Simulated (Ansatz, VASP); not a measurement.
Two plane-wave programs on ZnSiP2

File INCAR:

```
  ALGO = Normal
  EDIFF = 1E-7
  EDIFFG = -0.005
  ENCUT = 500
  GGA = PS
  GGA_COMPAT = False
  IBRION = 2
  ISIF = 3
  ISMEAR = 0
  LASPH = True
  LCHARG = False
  LREAL = False
  LWAVE = False
  NELM = 120
  NELMIN = 4
  NSW = 100
  PREC = Accurate
  SIGMA = 0.02
```

The input KPOINTS:

```
k-points
0
Gamma
  8 8 8
```

The input POSCAR:

```
ZnSiP2
1.0
   -2.6867032364      2.6867032364      5.2300306318
    2.6867032364     -2.6867032364      5.2300306318
    2.6867032364      2.6867032364     -5.2300306318
Zn Si P
2 2 4
Direct
    0.0000000000      0.0000000000      0.0000000000
    0.7500000000      0.2500000000      0.5000000000
    0.5000000000      0.5000000000      0.0000000000
    0.2500000000      0.7500000000      0.5000000000
    0.3750000000      0.3923012000      0.5173012000
    0.8750000000      0.8576988000      0.4826988000
    0.6076988000      0.1250000000      0.9826988000
    0.1423012000      0.6250000000      0.0173012000
```

Input for Ansatz:

```yaml
crystal:
  lattice:
    - [-2.6867032364, 2.6867032364, 5.2300306318]
    - [2.6867032364, -2.6867032364, 5.2300306318]
    - [2.6867032364, 2.6867032364, -5.2300306318]
  atoms:
    - { symbol: Zn, position: [0.0, 0.0, 0.0] }
    - { symbol: Zn, position: [0.75, 0.25, 0.5] }
    - { symbol: Si, position: [0.5, 0.5, 0.0] }
    - { symbol: Si, position: [0.25, 0.75, 0.5] }
    - { symbol: P, position: [0.375, 0.3923012, 0.5173012] }
    - { symbol: P, position: [0.875, 0.8576988, 0.4826988] }
    - { symbol: P, position: [0.6076988, 0.125, 0.9826988] }
    - { symbol: P, position: [0.1423012, 0.625, 0.0173012] }
basis:
  ecutwfc: 420
kpoints:
  mp_grid: { grid: [8, 8, 8] }
hamiltonian:
  xc: pbesol
scf:
  occupations: { method: gaussian, width: 0.02 }
output:
  forces: true
  stress: true
  eigenvalues: true
relax:
  adjacent_minimum: "off"
  f_tol: 0.005
  max_steps: 80
  cell: { stress_tol: 0.05 }
```

Alike in both runs: task relaxation of cell and atoms; functional PBEsol; k mesh 8 × 8 × 8; occupations gaussian, width 0.02 eV; no spin polarisation.

|  | VASP | Ansatz |
| --- | --- | --- |
| version | VASP 6.6.1 | Ansatz 0.2.0 |
| potentials or method | VASP PAW PBE potentials, release 64 (Zn, Si, P), cutoff 500 eV | scalar-relativistic, plane waves, PAW |
| valence electrons in the cell | 52 | 52 |

Ansatz gave:

| Item | Value |
| --- | --- |
| gap on the k mesh at the Fermi level, each at its own relaxed structure (eV) | 1.16 |
| relaxed volume (Å³/atom) | 18.70 |
| relaxed cell length with the largest relative difference (Å) | 6.450 |

Problem. Which values does VASP return?

Solution. gap on the k mesh at the Fermi level, each at its own relaxed structure (eV): 1.16; relaxed volume (Å³/atom): 18.74; relaxed cell length with the largest relative difference (Å): 6.452.

VASP's potentials were made for PBE, not for PBEsol.
